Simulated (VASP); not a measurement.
Write the native input for VASP 6.6.1 that does the following.

* Task: single point
* Functional: PBEsol
* Potentials or basis: VASP PAW PBE potentials, release 64 (Ge_d)
* Cutoff: 520 eV
* k mesh: 13 × 13 × 13
* Occupations: methfessel-paxton, width 0.1 eV
* Spin: no spin polarisation
* Dipole correction: no
* Further INCAR settings: ALGO = Normal; EDIFF = 1e-07; NBANDS = 13

The structure of Ge lies in POSCAR:

```
Ge
1.0
   -1.6084200000      1.6084200000      1.8731800000
    1.6084200000     -1.6084200000      1.8731800000
    1.6084200000      1.6084200000     -1.8731800000
Ge
1
Direct
    0.5000000000      0.5000000000      0.0000000000
```

These files were run (other wordings do the same):

INCAR

```
SYSTEM = Ge
PREC     = Accurate       ! precision mode
ENCUT    = 520            ! plane-wave cutoff, eV
EDIFF    = 1E-7           ! SCF threshold, eV
ISMEAR   = 1              ! smearing method
SIGMA    = 0.1            ! smearing width, eV
LREAL    = .FALSE.        ! projectors in reciprocal space
LASPH    = .TRUE.         ! aspherical terms in the spheres
NELM     = 60             ! most SCF steps
ALGO     = Normal         ! electronic algorithm
ISIF     = 2              ! what is computed and relaxed
LWAVE    = .FALSE.        ! write WAVECAR
LCHARG   = .TRUE.         ! write CHGCAR
GGA      = PS             ! functional
LELF     = .TRUE.         ! ELF
LVHAR    = .TRUE.       
NBANDS   = 13             ! bands
```

KPOINTS

```
Automatic mesh
0
G
  13 13 13
  0 0 0
```

Potentials or basis: VASP PAW PBE potentials, release 64 (Ge_d).

Command:

```sh
$ cat potpaw_PBE.64/Ge_d/POTCAR > POTCAR
$ mpirun -np 1 vasp_std > vasp.out
```

It gave:

The pressure is -3.6 GPa and the band gap on the k mesh is zero (band 7 reaches 14.96 eV, above the bottom of band 8 at 3.66 eV).

Caveat: the PAW data sets were made with another functional, which shifts forces and pressure a little.

Wall time 33 s on 1 thread of Intel Xeon 6975P-C, with other jobs on the host, peak memory 0.17 GiB.
